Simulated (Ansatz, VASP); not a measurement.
# One calculation of GaN, two programs

```
CELL_PARAMETERS angstrom
0.00000 2.10860 2.10860
2.10860 0.00000 2.10860
2.10860 2.10860 0.00000
ATOMIC_POSITIONS crystal
Ga 0.00000 0.00000 0.00000
N 0.50000 0.50000 0.50000
```

Change from the starting cell: volume scaled by 1, PAW files.

Alike in both runs: task single point; functional r2SCAN; k mesh 15 × 15 × 15; occupations fermi-dirac, width 0.1 eV; no spin polarisation.

|  | VASP | Ansatz |
| --- | --- | --- |
| version | VASP 6.6.1 | Ansatz 0.2.0 |
| potentials or method | VASP PAW PBE potentials, release 64 (Ga_d, N_h) | PAW with Ansatz's default frozen-core files, scalar-relativistic |
| plane-wave cutoff (eV) | 1460 | 500 |
| valence electrons in the cell | 18 | 18 |

VASP gave:

```
pressure (GPa) : 1.0
```

Q: Estimate Ansatz's values.

A: Pressure (GPa): 0.0.

VASP's potentials were made for PBE, not for r2SCAN.
